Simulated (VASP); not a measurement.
Input of a VASP 6.6.1 run:

Contents of INCAR:

```
PREC = Accurate
ENCUT = 520
EDIFF = 1E-6
ISMEAR = 0
SIGMA = 0.15
LREAL = False
LASPH = True
NELM = 60
ALGO = Normal
ISIF = 2
LWAVE = False
LCHARG = True
GGA = PE
LELF = True
LVHAR = True
NBANDS = 12
```

KPOINTS

```
Automatic mesh
0
Gamma
  22 22 22
```

POSCAR

```
Cu
1.0
    0.0000000000      1.7623125000      1.8978750000
    1.7623125000      0.0000000000      1.8978750000
    1.7623125000      1.7623125000      0.0000000000
Cu
1
Direct
    0.0000000000      0.0000000000      0.0000000000
```

Potentials or basis: VASP PAW PBE potentials, release 64 (Cu).

Run with:

```console
$ cat potpaw_PBE.64/Cu/POTCAR > POTCAR
$ mpirun -np 1 vasp_std > vasp.out
```

(1) What does it give for the band gap on the k mesh?

(2) Estimate the pressure.

## Answers

(1) zero (an odd number of electrons rules out a gap without spin polarisation).

(2) 2.8 GPa.

Caveat: the cell differs from its parent crystal (strain -0.025 along x and y, +0.050 along z).
